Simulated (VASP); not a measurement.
A run of VASP 6.6.1 is set up as follows.

File INCAR:

```
SYSTEM = Si27SbC26
PREC = Accurate
ENCUT = 520
EDIFF = 1E-7
ISMEAR = -1
SIGMA = 0.01
LREAL = Auto
LASPH = .TRUE.
NELM = 100
ALGO = Normal
ISIF = 2
LWAVE = .FALSE.
LCHARG = .FALSE.
GGA = PE
IBRION = 2
NSW = 60
EDIFFG = -0.03
NELECT = 216.0
LUSENCCL = .FALSE.
```

KPOINTS

```
Automatic mesh
0
G
  3 3 3
  0 0 0
```

The input POSCAR:

```
Si27SbC26
1.0
    0.0000000000      6.5309898714      6.5309898714
    6.5309898714      0.0000000000      6.5309898714
    6.5309898714      6.5309898714      0.0000000000
Si Sb C
27 1 26
Direct
    0.2500000000      0.2500000000      0.2500000000
    0.2500000000      0.2500000000      0.5833333333
    0.2500000000      0.2500000000      0.9166666667
    0.2500000000      0.5833333333      0.2500000000
    0.2500000000      0.5833333333      0.5833333333
    0.2500000000      0.5833333333      0.9166666667
    0.2500000000      0.9166666667      0.2500000000
    0.2500000000      0.9166666667      0.5833333333
    0.2500000000      0.9166666667      0.9166666667
    0.5833333333      0.2500000000      0.2500000000
    0.5833333333      0.2500000000      0.5833333333
    0.5833333333      0.2500000000      0.9166666667
    0.5833333333      0.5833333333      0.2500000000
    0.5833333333      0.5833333333      0.5833333333
    0.5833333333      0.5833333333      0.9166666667
    0.5833333333      0.9166666667      0.2500000000
    0.5833333333      0.9166666667      0.5833333333
    0.5833333333      0.9166666667      0.9166666667
    0.9166666667      0.2500000000      0.2500000000
    0.9166666667      0.2500000000      0.5833333333
    0.9166666667      0.2500000000      0.9166666667
    0.9166666667      0.5833333333      0.2500000000
    0.9166666667      0.5833333333      0.5833333333
    0.9166666667      0.5833333333      0.9166666667
    0.9166666667      0.9166666667      0.2500000000
    0.9166666667      0.9166666667      0.5833333333
    0.9166666667      0.9166666667      0.9166666667
    0.0000000000      0.0000000000      0.0000000000
    0.0000000000      0.0000000000      0.3333333333
    0.0000000000      0.0000000000      0.6666666667
    0.0000000000      0.3333333333      0.0000000000
    0.0000000000      0.3333333333      0.3333333333
    0.0000000000      0.3333333333      0.6666666667
    0.0000000000      0.6666666667      0.0000000000
    0.0000000000      0.6666666667      0.3333333333
    0.0000000000      0.6666666667      0.6666666667
    0.3333333333      0.0000000000      0.0000000000
    0.3333333333      0.0000000000      0.3333333333
    0.3333333333      0.0000000000      0.6666666667
    0.3333333333      0.3333333333      0.0000000000
    0.3333333333      0.3333333333      0.3333333333
    0.3333333333      0.3333333333      0.6666666667
    0.3333333333      0.6666666667      0.0000000000
    0.3333333333      0.6666666667      0.3333333333
    0.3333333333      0.6666666667      0.6666666667
    0.6666666667      0.0000000000      0.0000000000
    0.6666666667      0.0000000000      0.3333333333
    0.6666666667      0.0000000000      0.6666666667
    0.6666666667      0.3333333333      0.0000000000
    0.6666666667      0.3333333333      0.3333333333
    0.6666666667      0.3333333333      0.6666666667
    0.6666666667      0.6666666667      0.0000000000
    0.6666666667      0.6666666667      0.3333333333
    0.6666666667      0.6666666667      0.6666666667
```

Potentials or basis: VASP PAW PBE potentials, release 64 (Si, Sb, C).

Launch:

```console
$ cat potpaw_PBE.64/Si/POTCAR potpaw_PBE.64/Sb/POTCAR potpaw_PBE.64/C/POTCAR > POTCAR
$ mpirun -np 1 vasp_std > vasp.out
```

Task: What does it give for the energy gained by relaxing?

Result: 274.4 meV/atom.

Forces on the atoms (eV/Å):
```
Si   0.000  0.000  0.000
Si  -0.007 -0.007 -0.003
Si   0.007  0.007 -0.003
Si  -0.007 -0.003 -0.007
Si   0.003 -0.003 -0.003
Si   0.003  0.007 -0.007
Si   0.007 -0.003  0.007
Si   0.003 -0.007  0.007
Si   0.006 -0.006 -0.006
Si  -0.003 -0.007 -0.007
Si  -0.003  0.003 -0.003
Si   0.007  0.003 -0.007
Si  -0.003 -0.003  0.003
Si   0.003  0.003  0.003
Si   0.000  0.000 -0.002
Si   0.007 -0.007  0.003
Si   0.000 -0.002  0.000
Si   0.002  0.000  0.000
Si  -0.003  0.007  0.007
Si  -0.007  0.003  0.007
Si  -0.006  0.006 -0.006
Si  -0.007  0.007  0.003
Si  -0.002  0.000  0.000
Si   0.000  0.002  0.000
Si  -0.006 -0.006  0.006
Si   0.000  0.000  0.002
Si   0.006  0.006  0.006
Sb   0.000  0.000  0.000
C    0.001  0.001 -0.022
C   -0.001 -0.001 -0.022
C    0.001 -0.022  0.001
C   -0.006  0.006  0.006
C    0.022 -0.001  0.001
C   -0.001 -0.022 -0.001
C    0.022  0.001 -0.001
C    0.000  0.000  0.000
C   -0.022  0.001  0.001
C    0.006 -0.006  0.006
C   -0.001  0.022  0.001
C    0.006  0.006 -0.006
C   -0.006 -0.006 -0.006
C    0.000  0.000  0.021
C   -0.001  0.001  0.022
C    0.000  0.021  0.000
C   -0.021  0.000  0.000
C   -0.022 -0.001 -0.001
C    0.001  0.022 -0.001
C    0.000  0.000  0.000
C    0.001 -0.001  0.022
C    0.021  0.000  0.000
C    0.000 -0.021  0.000
C    0.000  0.000  0.000
C    0.000  0.000 -0.021
C    0.000  0.000  0.000
```

Caveat: the cell carries a net charge on a neutralising background, which shifts energy and pressure.
